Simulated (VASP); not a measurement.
A run of VASP 6.6.1 is set up as follows.

Contents of INCAR:

```
ALGO = Normal ; EDIFF = 1E-6
ENCUT = 520 ; GGA = RP
ISIF = 2 ; ISMEAR = -1
ISPIN = 2 ; LASPH = True
LCHARG = True ; LELF = True
LMAXMIX = 6 ; LORBIT = 11
LREAL = False ; LVHAR = True
LWAVE = False ; MAGMOM = 7.4 7.4
NBANDS = 29 ; NELM = 150
PREC = Accurate ; SIGMA = 0.05
```

File KPOINTS:

```
k-points
0
Gamma
  13 13 7
```

Contents of POSCAR:

```
Gd
1.0
    3.5543775237      0.0000000000      0.0000000000
   -1.7771887618      3.0781812301      0.0000000000
    0.0000000000      0.0000000000      5.6959072300
Gd
2
Direct
    0.3333333333      0.6666666667      0.2500000000
    0.6666666667      0.3333333333      0.7500000000
```

Potentials or basis: VASP PAW PBE potentials, release 64 (Gd).

Launch:

```bash
$ cat potpaw_PBE.64/Gd/POTCAR > POTCAR
$ mpirun -np 1 vasp_std > vasp.out
```

Problem. Estimate the pressure.

Solution. 4.8 GPa.

Problem. Predict the net moment.

Solution. 15.35 μB per cell.

Caveat: the cell stands under pressure; the PAW data sets were made with another functional, which shifts forces and pressure a little. The state reached can hang on the start; a lower one may exist.
